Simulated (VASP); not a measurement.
# Au (Fm-3m) in VASP: further runs, part 2 of 3

VASP 6.6.1.

## (3) Relaxation of cell and atoms, r2SCAN

This run uses another cell than the first one, of 15.17 Å³/atom.

Input file POSCAR:

```
Au
1.0
    0.0000000000      1.9647922186      1.9647922186
    1.9647922186      0.0000000000      1.9647922186
    1.9647922186      1.9647922186      0.0000000000
Au
1
Direct
    0.0000000000      0.0000000000      0.0000000000
```

Input file INCAR.step1:

```
SYSTEM = Au
  PREC = Accurate
  ENCUT = 600
  ISMEAR = 0
  SIGMA = 0.1
  LREAL = .False.
  LASPH = .True.
  NELM = 80
  GGA = PE
  ALGO = Normal
  EDIFF = 1E-4
  LWAVE = .True.
  LCHARG = .False.
```

Input file INCAR.step2:

```
SYSTEM = Au
  PREC = Accurate
  ENCUT = 600
  EDIFF = 1E-7
  ISMEAR = 0
  SIGMA = 0.1
  LREAL = .False.
  LASPH = .True.
  NELM = 80
  ALGO = Normal
  ISIF = 3
  LWAVE = .False.
  LCHARG = .False.
  METAGGA = R2SCAN
  LMIXTAU = .True.
  IBRION = 2
  NSW = 80
  EDIFFG = -0.05
  ISTART = 1
```

Input file KPOINTS:

```
regular mesh
0
Gamma
  8 8 8
  0 0 0
```

Potentials or basis: VASP PAW PBE potentials, release 64 (Au).

The run is started by

```console
> cat potpaw_PBE.64/Au/POTCAR > POTCAR
> cp INCAR.step1 INCAR
> mpirun -np 1 vasp_std > vasp.out
> cp INCAR.step2 INCAR
> mpirun -np 1 vasp_std > vasp.out
```

OUTCAR:

```text
SYSTEM = Au
   PREC = Accurate
   ENCUT = 600
   EDIFF = 1E-7
   ISMEAR = 0
   LREAL = .False.
   LASPH = .True.
   NELM = 80
   ISIF = 3
   METAGGA = R2SCAN
   IBRION = 2
   NSW = 80
   EDIFFG = -0.05
   ISTART = 1

 ion  position               nearest neighbor table
   1  0.000  0.000  0.000-

  LATTYP: Found a face centered cubic cell.
 ALAT       =     3.9295844372

  Lattice vectors:

 A1 = (   0.0000000000,   1.9647922186,   1.9647922186)
 A2 = (   1.9647922186,   0.0000000000,   1.9647922186)
 A3 = (   1.9647922186,   1.9647922186,   0.0000000000)

Analysis of symmetry for initial positions (statically):
=====================================================================
 Subroutine PRICEL returns:
 Original cell was already a primitive cell.

 Routine SETGRP: Setting up the symmetry group for a
 face centered cubic supercell.

 Subroutine GETGRP returns: Found 48 space group operations
 (whereof 48 operations were pure point group operations)
 out of a pool of 48 trial point group operations.

The static configuration has the point symmetry O_h .

Analysis of symmetry for dynamics (positions and initial velocities):
=====================================================================
 Subroutine PRICEL returns:
 Original cell was already a primitive cell.

[... 127 lines left out ...]
  Fermi-wavevector in a.u.,A,eV,Ry     =   1.470773  2.779359 29.431774  2.163174
  Thomas-Fermi vector in A             =   2.585990
   LORBIT       =      0    0 simple, 1 ext, 2 COOP (PROOUT), +10 PAW based schemes
   METAGGA = R2SCAN    functional components
   LHFCALC =     F    Hartree Fock is set to
   AEXX    =    0.0000 exact exchange contribution
   IVDW    =     0    specifies the selected vdW correction
   LEPSILON=     F    determine dielectric tensor
   LRPA    =     F    only Hartree local field effects (RPA)
 conjugate gradient relaxation of ions
 non-spin polarized calculation
 Gauss-broadening in eV      SIGMA  =   0.10
  energy-cutoff  :      600.00
  volume of cell :       15.17
 maximum number of plane-waves:       531
 NGX is ok and might be reduce to    24
   NGX = 11   NGY = 11   NGZ = 11

--------------------------------------- Ionic step        1  -------------------------------------------

 number of electron      10.9999999 magnetization

 Free energy of the ion-electron system (eV)
  ---------------------------------------------------
  ext. energy  EPLUGINS =         0.00000000
  ---------------------------------------------------
  free energy    TOTEN  =       -50.31964817 eV

  energy without entropy =      -50.31654948  energy(sigma->0) =      -50.31809882

 E-fermi :  11.4380     XC(G=0): -14.4633

 val. band max:       11.3636685620   @ k =   0.5000   0.2500   0.1250
 cond. band min:      11.6407084900   @ k =   0.5000   0.3750   0.1250
 fundamental gap:      0.2770399280
 Fermi energy:        11.4379748784
[... 724 lines left out ...]
--------------------------------------- Ionic step        5  -------------------------------------------

 number of electron      11.0000002 magnetization

 Free energy of the ion-electron system (eV)
  ---------------------------------------------------
  ext. energy  EPLUGINS =         0.00000000
  ---------------------------------------------------
  free energy    TOTEN  =       -50.55893020 eV

  energy without entropy =      -50.55587810  energy(sigma->0) =      -50.55740415

 E-fermi :   8.6388     XC(G=0): -13.3723

 val. band max:        8.5643390239   @ k =   0.5000   0.2500   0.1250
 cond. band min:       8.8694370498   @ k =   0.5000   0.3750   0.1250
 fundamental gap:      0.3050980259
 Fermi energy:         8.6388295767
[... 316 lines left out ...]
  FREE ENERGIE OF THE ION-ELECTRON SYSTEM (eV)
  ---------------------------------------------------
  free  energy   TOTEN  =       -50.5589302012 eV

  energy  without entropy=      -50.5558781027  energy(sigma->0) =      -50.55740415

 reached required accuracy - stopping structural energy minimisation
```

OSZICAR.step1:

```text
N       E                     dE             d eps       ncg     rms          rms(c)
DAV:   1     0.539569506886E+02    0.53957E+02   -0.67072E+03   530   0.126E+03
DAV:   2    -0.266743517811E+01   -0.56624E+02   -0.53890E+02   535   0.231E+02
DAV:   3    -0.314785796082E+01   -0.48042E+00   -0.47916E+00   601   0.220E+01
DAV:   4    -0.314915453957E+01   -0.12966E-02   -0.12965E-02   611   0.117E+00
DAV:   5    -0.314916102087E+01   -0.64813E-05   -0.64815E-05   556   0.786E-02    0.138E+01
DAV:   6    -0.292254298157E+01    0.22662E+00   -0.60384E-01   527   0.795E+00    0.840E+00
DAV:   7    -0.289494147822E+01    0.27602E-01   -0.10917E-01   539   0.333E+00    0.291E+00
DAV:   8    -0.289200154593E+01    0.29399E-02   -0.46650E-03   529   0.741E-01    0.215E-01
DAV:   9    -0.289200073564E+01    0.81030E-06   -0.21894E-05   269   0.529E-02
   1 F= -.28920007E+01 E0= -.28903733E+01  d E =-.325481E-02
```

Run time: 46 s. Hardware: 1 thread of Intel Xeon 6975P-C (Granite Rapids), shared host; peak memory 0.15 GiB.

Results:

```
Free energy                           : -50.5589 eV
Relaxed volume                        : 17.66 Å³/atom
Relaxed cell                          : a = 2.923 Å, b = 2.923 Å, c = 2.923 Å, α = 60.00°, β = 60.00°, γ = 60.00°
Space group after relaxing (to 0.1 Å) : Fm-3m (No. 225)
Energy gained by relaxing             : 239.3 meV/atom
Ionic steps                           : 5
Pressure after relaxing               : 0.0 GPa
Band gap on the k mesh                : zero (an odd number of electrons rules out a gap without spin polarisation)
```

Step by step:
```tsv
step	energy change (eV)	largest force (eV/Å)	pressure (GPa)	volume (Å³)
1	0.0000	0.0000	36.52	15.17
2	0.2968	0.0000	-18.47	24.10
3	-0.2365	0.0000	-2.68	17.99
4	-0.2391	0.0000	-0.77	17.75
5	-0.2393	0.0000	0.04	17.66
```

Final structure:
```
Au
1.0
     0.00000    2.06684    2.06684
     2.06684    0.00000    2.06684
     2.06684    2.06684    0.00000
Au
1
Direct
  0.00000 0.00000 0.00000
```

Caveat: the volume moved by over 15 % at a fixed basis, so the end points are rough; the PAW data sets were made with another functional, which shifts forces and pressure a little; spin-orbit coupling is left out, which moves the levels of the heavy elements.

(Continued in part 3 of 3.)
